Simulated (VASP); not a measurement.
# KI (Pm-3m) in VASP: a series of runs

The runs below take KI through single point, with HSE06, PBE0, PBE, LDA, PBEsol.

All numbers are computed with VASP 6.6.1; they aren't measurements. Logs are shortened: lines on timing, memory, paths and dates and some standing lists are left out, and cuts for length are marked.

## Step 1: The cell of the first run

Symmetry: Pm-3m, No. 221, cubic system. Conventional cell: a = 4.291 Å, b = 4.291 Å, c = 4.291 Å, α = 90.00°, β = 90.00°, γ = 90.00°. Within 4.9 Å of K (site symmetry m-3m) lie 8 I at 3.72 Å and 6 K at 4.29 Å. I (site symmetry m-3m) has 8 K at 3.72 Å and 6 I at 4.29 Å within 4.9 Å.

## Step 2: Single point, HSE06

POSCAR

```
KI
1.0
    4.2910851989      0.0000000000      0.0000000000
    0.0000000000      4.2910851989      0.0000000000
    0.0000000000      0.0000000000      4.2910851989
K I
1 1
Direct
    0.0000000000      0.0000000000      0.0000000000
    0.5000000000      0.5000000000      0.5000000000
```

INCAR.step1

```
ALGO     = Normal         # electronic algorithm
EDIFF    = 1E-5           # SCF threshold, eV
ENCUT    = 520            # plane-wave cutoff, eV
GGA      = PE             # functional
ISIF     = 2              # what is computed and relaxed
ISMEAR   = 0              # smearing method
LASPH    = T              # aspherical terms in the spheres
LREAL    = F              # projectors in reciprocal space
LWAVE    = T              # write WAVECAR
NBANDS   = 15             # bands
NELM     = 100            # most SCF steps
PREC     = Accurate       # precision mode
SIGMA    = 0.01           # smearing width, eV
```

INCAR.step2

```
ALGO     = Normal         # electronic algorithm
EDIFF    = 1E-7           # SCF threshold, eV
ENCUT    = 520            # plane-wave cutoff, eV
GGA      = PE             # functional
HFSCREEN = 0.2079         # screening, 1/A
ISIF     = 2              # what is computed and relaxed
ISMEAR   = 0              # smearing method
ISTART   = 1            
LASPH    = T              # aspherical terms in the spheres
LCHARG   = T              # write CHGCAR
LELF     = T              # ELF
LHFCALC  = T              # exact exchange
LREAL    = F              # projectors in reciprocal space
LVHAR    = T            
LWAVE    = F              # write WAVECAR
NBANDS   = 15             # bands
NELM     = 100            # most SCF steps
PREC     = Accurate       # precision mode
PRECFOCK = Normal       
SIGMA    = 0.01           # smearing width, eV
```

KPOINTS

```
k-points
0
Gamma
  4 4 4
```

Potentials or basis: VASP PAW PBE potentials, release 64 (K_sv, I).

Command:

```sh
cat potpaw_PBE.64/K_sv/POTCAR potpaw_PBE.64/I/POTCAR > POTCAR
cp INCAR.step1 INCAR
mpirun -np 1 vasp_std > vasp.out
cp INCAR.step2 INCAR
mpirun -np 1 vasp_std > vasp.out
```

OUTCAR:

```text
EDIFF = 1E-7
   ENCUT = 520
   GGA = PE
   HFSCREEN = 0.2079
   ISIF = 2
   ISMEAR = 0
   ISTART = 1
   LASPH = T
   LHFCALC = T
   LREAL = F
   NELM = 100
   PREC = Accurate
   PRECFOCK = Normal

 ion  position               nearest neighbor table
   1  0.000  0.000  0.000-
   2  0.500  0.500  0.500-

  LATTYP: Found a simple cubic cell.
 ALAT       =     4.2910851989

  Lattice vectors:

 A1 = (   4.2910851989,   0.0000000000,   0.0000000000)
 A2 = (   0.0000000000,   4.2910851989,   0.0000000000)
 A3 = (   0.0000000000,   0.0000000000,   4.2910851989)

Analysis of symmetry for initial positions (statically):
=====================================================================
 Subroutine PRICEL returns:
 Original cell was already a primitive cell.

 Routine SETGRP: Setting up the symmetry group for a
 simple cubic supercell.

 Subroutine GETGRP returns: Found 48 space group operations
 (whereof 48 operations were pure point group operations)
 out of a pool of 48 trial point group operations.

The static configuration has the point symmetry O_h .

Analysis of symmetry for dynamics (positions and initial velocities):
=====================================================================
 Subroutine PRICEL returns:
 Original cell was already a primitive cell.

 Routine SETGRP: Setting up the symmetry group for a
 simple cubic supercell.

 Subroutine GETGRP returns: Found 48 space group operations
 (whereof 48 operations were pure point group operations)
 out of a pool of 48 trial point group operations.

The dynamic configuration has the point symmetry O_h .

 Subroutine INISYM returns: Found 48 space group operations
 (whereof 48 operations are pure point group operations),
 and found     1 'primitive' translations

----------------------------------------------------------------------------------------

                                     Primitive cell

  volume of cell :      79.0135

  direct lattice vectors                    reciprocal lattice vectors
     4.291085199  0.000000000  0.000000000     0.233041283  0.000000000  0.000000000
     0.000000000  4.291085199  0.000000000     0.000000000  0.233041283  0.000000000
     0.000000000  0.000000000  4.291085199     0.000000000  0.000000000  0.233041283

  length of vectors
     4.291085199  4.291085199  4.291085199     0.233041283  0.233041283  0.233041283

  position of ions in fractional coordinates (direct lattice)
     0.000000000  0.000000000  0.000000000
     0.500000000  0.500000000  0.500000000

  ion indices of the primitive-cell ions
   primitive index   ion index
                 1           1
                 2           2

----------------------------------------------------------------------------------------

 KPOINTS: k-points

Automatic generation of k-mesh.
 Grid dimensions read from file:
 generate k-points for:    4    4    4

 Generating k-lattice:

  Cartesian coordinates                     Fractional coordinates (reciprocal lattice)
     0.058260321  0.000000000  0.000000000     0.250000000  0.000000000  0.000000000
     0.000000000  0.058260321  0.000000000     0.000000000  0.250000000  0.000000000
     0.000000000  0.000000000  0.058260321     0.000000000  0.000000000  0.250000000

  Length of vectors
     0.058260321  0.058260321  0.058260321

  Shift w.r.t. Gamma in fractional coordinates (k-lattice)
     0.000000000  0.000000000  0.000000000

 Subroutine IBZKPT returns following result:
 ===========================================

 Found     10 irreducible k-points:

 Following reciprocal coordinates:
            Coordinates               Weight
  0.000000  0.000000  0.000000      1.000000
  0.250000  0.000000  0.000000      6.000000
  0.500000  0.000000  0.000000      3.000000
  0.250000  0.250000  0.000000     12.000000
  0.500000  0.250000  0.000000     12.000000
  0.500000  0.500000  0.000000      3.000000
  0.250000  0.250000  0.250000      8.000000
  0.500000  0.250000  0.250000     12.000000
  0.500000  0.500000  0.250000      6.000000
  0.500000  0.500000  0.500000      1.000000
   k-points           NKPTS =     10   k-points in BZ     NKDIM =     64   number of bands    NBANDS=     15
   number of dos      NEDOS =    301   number of ions     NIONS =      2
   total plane-waves  NPLWV =  32768
   dimension x,y,z NGX =    32 NGY =   32 NGZ =   32
   dimension x,y,z NGXF=    64 NGYF=   64 NGZF=   64
   ions per type =               1   1
   NGX,Y,Z   is equivalent  to a cutoff of  12.40, 12.40, 12.40 a.u.
   NGXF,Y,Z  is equivalent  to a cutoff of  24.79, 24.79, 24.79 a.u.
 SYSTEM =  unknown system
   PREC   = accura    normal or accurate (medium, high low for compatibility)
   ISTART =      1    job   : 0-new  1-cont  2-samecut
   ICHARG =      0    charge: 1-file 2-atom 10-const
   ISPIN  =      1    spin polarized calculation?
   LNONCOLLINEAR =      F non collinear calculations
   LSORBIT =      F    spin-orbit coupling
   LASPH  =      T    aspherical Exc in radial PAW
   ENCUT  =  520.0 eV  38.22 Ry    6.18 a.u.   7.98  7.98  7.98*2*pi/ulx,y,z
   NELM   =    100;   NELMIN=  2; NELMDL=  0     # of ELM steps
   EDIFF  = 0.1E-06   stopping-criterion for ELM
   LREAL  =      F    real-space projection
   EDIFFG = 0.1E-05   stopping-criterion for IOM
   NSW    =      0    number of steps for IOM
   IBRION =     -1    ionic relax: 0-MD 1-quasi-New 2-CG
   NFREE  =      0    steps in history (QN), initial steepest desc. (CG)
   ISIF   =      2    stress and relaxation
   ISYM   =      3    0-nonsym 1-usesym 2-fastsym
   POTIM  = 0.5000    time-step for ionic-motion
   TEBEG  =    0.0;   TEEND  =   0.0 temperature during run
   PSTRESS=    0.0 pullay stress
   NELECT =      16.0000    total number of electrons
   NUPDOWN=      -1.0000    fix difference up-down
   EMIN   =  10.00;   EMAX   =-10.00  energy-range for DOS
   EFERMI =   0.00;   METHOD = LEGACY
   ISMEAR =     0;   SIGMA  =   0.01  broadening in eV -4-tet -1-fermi 0-gaus
   EFERMI_NEDOS =   21; number of points for ismear=-14 and -15
   IALGO  =     38    algorithm
   IMIX   =      1    mixing-type and parameters
     AMIX     =   0.40;   BMIX     =  1.00
     AMIX_MAG =   1.60;   BMIX_MAG =  1.00
  volume/ion in A,a.u.               =      39.51       266.60
  Fermi-wavevector in a.u.,A,eV,Ry     =   0.961349  1.816686 12.574391  0.924192
  Thomas-Fermi vector in A             =   2.090713
   LORBIT       =      0    0 simple, 1 ext, 2 COOP (PROOUT), +10 PAW based schemes
   GGA     = PE    functional components
   LHFCALC =     T    Hartree Fock is set to
   PRECFOCK=normal    Normal, Fast or Accurate (Low or Medium for compatibility)
   ENCUT4O =  -1.0   cutoff for four orbital integrals eV
   NKREDX  =     1    reduce k-point grid by
   NKREDY  =     1    reduce k-point grid by
   NKREDZ  =     1    reduce k-point grid by
   AEXX    =    0.2500 exact exchange contribution
   HFSCREEN=    0.2079 screening length (either q_TF or 0.3 A-1)
   HFSCREENC=   0.2079 screening length for correlation (either q_TF or 0.3 A-1)
   ENCUTFOCK=  -1.0 apply spherical cutoff to Coloumb kernel
   IVDW    =     0    specifies the selected vdW correction
   LEPSILON=     F    determine dielectric tensor
   LRPA    =     F    only Hartree local field effects (RPA)
 non-spin polarized calculation
 Gauss-broadening in eV      SIGMA  =   0.01
  energy-cutoff  :      520.00
  volume of cell :       79.01
 maximum number of plane-waves:      2176
 NGX is ok and might be reduce to    32
  NGX = 24; NGY = 24; NGZ = 24

 number of electron      16.0000003 magnetization

 Free energy of the ion-electron system (eV)
  ---------------------------------------------------
  ext. energy  EPLUGINS =         0.00000000
  ---------------------------------------------------
  free energy    TOTEN  =        -6.25607995 eV

  energy without entropy =       -6.25607995  energy(sigma->0) =       -6.25607995

 E-fermi :   0.2767     XC(G=0):  -6.4646

 val. band max:        0.2110388208   @ k =   0.5000   0.5000   0.0000
 cond. band min:       4.5091069544   @ k =   0.0000   0.0000   0.0000
 fundamental gap:      4.2980681336
 Fermi energy:         0.2767430776

 k-point     1 :       0.0000    0.0000    0.0000
  band No.  band energies     occupation
      1     -31.5674      2.00000
      2     -13.6657      2.00000
      3     -13.6657      2.00000
      4     -13.6657      2.00000
      5     -11.8989      2.00000
      6      -0.1803      2.00000
      7      -0.1803      2.00000
      8      -0.1803      2.00000
      9       4.5091      0.00000
     10       5.9973      0.00000
     11       5.9973      0.00000
     12      10.0242      0.00000
     13      10.0242      0.00000
     14      10.0242      0.00000
     15      12.1075      0.00000

 k-point     2 :       0.2500    0.0000    0.0000
  band No.  band energies     occupation
      1     -31.5650      2.00000
      2     -13.7576      2.00000
      3     -13.6595      2.00000
      4     -13.6595      2.00000
      5     -11.7273      2.00000
      6      -1.3719      2.00000
      7      -0.1347      2.00000
      8      -0.1347      2.00000
      9       5.5676      0.00000
     10       6.4740      0.00000
     11       7.4209      0.00000
     12       9.8176      0.00000
     13       9.8176      0.00000
     14      10.2049      0.00000
     15      10.3027      0.00000
[... 113 lines left out ...]
      3     -13.7393      2.00000
      4     -13.6869      2.00000
      5     -11.4095      2.00000
      6      -1.6044      2.00000
      7      -1.6044      2.00000
      8      -0.7947      2.00000
      9       5.7821      0.00000
     10       7.3772      0.00000
     11       7.3772      0.00000
     12       8.8686      0.00000
     13      10.6331      0.00000
     14      10.6331      0.00000
     15      11.2572      0.00000

 k-point    10 :       0.5000    0.5000    0.5000
  band No.  band energies     occupation
      1     -31.5536      2.00000
      2     -13.7286      2.00000
      3     -13.7286      2.00000
      4     -13.7286      2.00000
      5     -11.3092      2.00000
      6      -1.5672      2.00000
      7      -1.5672      2.00000
      8      -1.5672      2.00000
      9       6.8073      0.00000
     10       6.8073      0.00000
     11       6.8073      0.00000
     12      10.5352      0.00000
     13      10.5352      0.00000
     14      10.5352      0.00000
     15      10.6229      0.00000

------------------------ aborting loop because EDIFF is reached ----------------------------------------

  FORCE on cell =-STRESS in cart. coord.  units (eV):
  Direction    XX          YY          ZZ          XY          YZ          ZX
  --------------------------------------------------------------------------------------
  -------------------------------------------------------------------------------------
  Total        0.1464628      0.1464628      0.1464628      0.0000000     -0.0000000     -0.0000000
  in kB        2.9698629      2.9698629      2.9698629      0.0000000     -0.0000000     -0.0000000
  external PRESSURE =       2.9698629 kB  Pullay stress =       0.0000000 kB

 VOLUME and BASIS-vectors are now :
 -----------------------------------------------------------------------------
  energy-cutoff  :      520.00
  volume of cell :       79.01
      direct lattice vectors                 reciprocal lattice vectors
     4.291085199  0.000000000  0.000000000     0.233041283  0.000000000  0.000000000
     0.000000000  4.291085199  0.000000000     0.000000000  0.233041283  0.000000000
     0.000000000  0.000000000  4.291085199     0.000000000  0.000000000  0.233041283

 POSITION                                       TOTAL-FORCE (eV/Angst)
 -----------------------------------------------------------------------------------
      0.00000      0.00000      0.00000         0.000000      0.000000      0.000000
      2.14554      2.14554      2.14554         0.000000      0.000000      0.000000
 -----------------------------------------------------------------------------------
    total drift:                               -0.000000      0.000000      0.000000

  FREE ENERGIE OF THE ION-ELECTRON SYSTEM (eV)
  ---------------------------------------------------
  free  energy   TOTEN  =        -6.2560799454 eV

  energy  without entropy=       -6.2560799454  energy(sigma->0) =       -6.25607995
```

Run time: 2.9 min. Hardware: 1 thread of Intel Xeon 6975P-C (Granite Rapids), shared host; peak memory 0.29 GiB.

Results:

| Quantity | Value |
| --- | --- |
| Free energy | -6.2561 eV |
| Pressure | 0.3 GPa |
| Band gap on the k mesh | 4.30 eV (least direct gap 4.69 eV) |

Caveat: the PAW data sets were made with another functional, which shifts forces and pressure a little; spin-orbit coupling is left out, which moves the levels of the heavy elements.

## Step 3: Single point, PBE0

POSCAR is that of step 2.

INCAR.step1

```
PREC = Accurate ; ENCUT = 520
EDIFF = 1E-5 ; ISMEAR = 0
SIGMA = 0.01 ; LREAL = False
LASPH = True ; NELM = 60
ALGO = Normal ; ISIF = 2
LWAVE = True ; GGA = PE
NBANDS = 15
```

INCAR.step2

```
PREC = Accurate ; ENCUT = 520
EDIFF = 1E-6 ; ISMEAR = 0
SIGMA = 0.01 ; LREAL = False
LASPH = True ; NELM = 60
ALGO = Normal ; ISIF = 2
LWAVE = False ; LCHARG = True
GGA = PE ; LHFCALC = True
AEXX = 0.25 ; PRECFOCK = Normal
LELF = True ; LVHAR = True
ISTART = 1 ; NBANDS = 15
```

KPOINTS

```
Automatic mesh
0
Gamma
  4 4 4
```

Potentials or basis: VASP PAW PBE potentials, release 64 (K_sv, I).

Command:

```sh
cat potpaw_PBE.64/K_sv/POTCAR potpaw_PBE.64/I/POTCAR > POTCAR
cp INCAR.step1 INCAR
mpirun -np 1 vasp_std > vasp.out
cp INCAR.step2 INCAR
mpirun -np 1 vasp_std > vasp.out
```

OUTCAR:

```text
PREC = Accurate
   ENCUT = 520
   EDIFF = 1E-6
   ISMEAR = 0
   LREAL = False
   LASPH = True
   NELM = 60
   ISIF = 2
   GGA = PE
   LHFCALC = True
   AEXX = 0.25
   PRECFOCK = Normal
   ISTART = 1

 ion  position               nearest neighbor table
   1  0.000  0.000  0.000-
   2  0.500  0.500  0.500-

  LATTYP: Found a simple cubic cell.
 ALAT       =     4.2910851989

[... 356 lines left out ...]
     12      10.9273      0.00000
     13      10.9273      0.00000
     14      10.9273      0.00000
     15      11.0020      0.00000

------------------------ aborting loop because EDIFF is reached ----------------------------------------

  FORCE on cell =-STRESS in cart. coord.  units (eV):
  Direction    XX          YY          ZZ          XY          YZ          ZX
  --------------------------------------------------------------------------------------
  -------------------------------------------------------------------------------------
  Total        0.1086310      0.1086310      0.1086310      0.0000000     -0.0000000      0.0000000
  in kB        2.2027378      2.2027378      2.2027378      0.0000000     -0.0000000      0.0000000
  external PRESSURE =       2.2027378 kB  Pullay stress =       0.0000000 kB

 VOLUME and BASIS-vectors are now :
 -----------------------------------------------------------------------------
  energy-cutoff  :      520.00
  volume of cell :       79.01
      direct lattice vectors                 reciprocal lattice vectors
     4.291085199  0.000000000  0.000000000     0.233041283  0.000000000  0.000000000
     0.000000000  4.291085199  0.000000000     0.000000000  0.233041283  0.000000000
     0.000000000  0.000000000  4.291085199     0.000000000  0.000000000  0.233041283

 POSITION                                       TOTAL-FORCE (eV/Angst)
 -----------------------------------------------------------------------------------
      0.00000      0.00000      0.00000         0.000000      0.000000      0.000000
      2.14554      2.14554      2.14554         0.000000      0.000000      0.000000
 -----------------------------------------------------------------------------------
    total drift:                                0.000000      0.000000      0.000000

  FREE ENERGIE OF THE ION-ELECTRON SYSTEM (eV)
  ---------------------------------------------------
  free  energy   TOTEN  =        -6.7786258566 eV

  energy  without entropy=       -6.7786258566  energy(sigma->0) =       -6.77862586
```

Run time: 2.9 min. Hardware: 1 thread of Intel Xeon 6975P-C (Granite Rapids), shared host; peak memory 0.19 GiB.

Results:

| Property | Result |
| --- | --- |
| Free energy | -6.7786 eV |
| Pressure | 0.2 GPa |
| Band gap on the k mesh | 5.00 eV (least direct gap 5.40 eV) |

Caveat: the PAW data sets were made with another functional, which shifts forces and pressure a little; spin-orbit coupling is left out, which moves the levels of the heavy elements. A k mesh can miss the band edges.

## Step 4: Single point, PBE

INCAR

```
SYSTEM = KI
PREC     = Accurate       ! precision mode
ENCUT    = 520            ! plane-wave cutoff, eV
EDIFF    = 1E-6           ! SCF threshold, eV
ISMEAR   = 0              ! smearing method
SIGMA    = 0.01           ! smearing width, eV
LREAL    = .FALSE.        ! projectors in reciprocal space
LASPH    = .TRUE.         ! aspherical terms in the spheres
NELM     = 80             ! most SCF steps
ALGO     = Normal         ! electronic algorithm
ISIF     = 2              ! what is computed and relaxed
LWAVE    = .FALSE.        ! write WAVECAR
LCHARG   = .FALSE.        ! write CHGCAR
GGA      = PE             ! functional
NBANDS   = 15             ! bands
```

KPOINTS

```
Automatic mesh
0
G
  4 4 4
  0 0 0
```

POSCAR is that of step 3.

Command:

```sh
cat potpaw_PBE.64/K_sv/POTCAR potpaw_PBE.64/I/POTCAR > POTCAR
mpirun -np 1 vasp_std > vasp.out
```

It took 18 s on 1 thread of Intel Xeon 8259CL, shared host; peak memory 0.17 GiB.

The run converged. Its results:

```yaml
Free_energy: -5.4124 eV
Pressure: 0.6 GPa
Band_gap_on_the_k_mesh: 3.33 eV (least direct gap 3.69 eV)
```

Levels at points of the mesh, in eV from the valence-band top:
| k point | band 6 | band 7 | band 8 | band 9 | band 10 | band 11 |
| --- | --- | --- | --- | --- | --- | --- |
| (0.00, 0.00, 0.00) | -0.36 | -0.36 | -0.36 | 3.33 | 4.76 | 4.76 |
| (0.50, 0.00, 0.00) | -2.29 | -0.29 | -0.29 | 5.48 | 6.17 | 7.04 |
| (0.50, 0.50, 0.00) | -1.71 | -1.71 | 0.00 | 3.91 | 5.69 | 6.79 |
| (0.50, 0.50, 0.50) | -1.66 | -1.66 | -1.66 | 5.63 | 5.63 | 5.63 |

Caveat: spin-orbit coupling is left out, which moves the levels of the heavy elements. A k mesh can miss the band edges.

(Continued in part 2 of 2.)
